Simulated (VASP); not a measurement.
# GaN: vibrations by perturbation theory with PBEsol

The system is GaN.

```
Ga N
1.0
     0.00000    2.24914    2.24914
     2.24914    0.00000    2.24914
     2.24914    2.24914    0.00000
Ga N
1 1
Cartesian
  0.0000 0.0000 0.0000
  1.1246 1.1246 1.1246
```

| Item | Value |
| --- | --- |
| Program | VASP 6.6.1 |
| Task | vibrations by perturbation theory |
| Functional | PBEsol |
| Potentials or basis | VASP PAW PBE potentials, release 64 (Ga_d, N) |
| Cutoff | 520 eV |
| k mesh | 8 × 8 × 8 |
| Occupations | gaussian, width 0.01 eV |
| Spin | no spin polarisation |
| Dipole correction | no |
| Further INCAR settings | ALGO = Normal; EDIFF = 1e-08; IBRION = 8; NSW = 1 |

| Property | Result |
| --- | --- |
| Highest phonon frequency at Γ, LO-TO splitting left out | 533 cm⁻¹ |

Phonon frequencies in cm⁻¹ (negative: imaginary):
```tsv
q point	frequencies
(0.000, 0.000, 0.000)	0 0 0 533 533 533
```

Run time: 56 s on 1 thread of Intel(R) Xeon(R) Platinum 8488C (Sapphire Rapids), on a shared host, peak memory 0.2 GiB.
